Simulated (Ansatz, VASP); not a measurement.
**Nb: VASP beside Ansatz**

```
Nb
1.0
    -1.59089    1.59089    1.59089
     1.59089   -1.59089    1.59089
     1.59089    1.59089   -1.59089
Nb
1
Direct
  0.00000 0.00000 0.00000
```

Change from the starting cell: volume scaled by 0.94, LAPW.

Alike in both runs: task single point; functional LDA; k mesh 16 × 16 × 16; occupations fermi-dirac, width 0.1 eV; no spin polarisation.

```csv
,VASP,Ansatz
version,VASP 6.6.1,Ansatz 0.2.0
potentials or method,"VASP PAW LDA potentials, release 64 (Nb_sv), cutoff 520 eV","all-electron LAPW, scalar-relativistic"
```

```csv
,VASP,Ansatz,Ansatz less VASP
pressure (GPa),13.2,13.4,+0.15
```

LDA's correlation is that of Perdew and Zunger in VASP and of Perdew and Wang (1992) in Ansatz. Ansatz ran all-electron here, and VASP with PAW potentials.
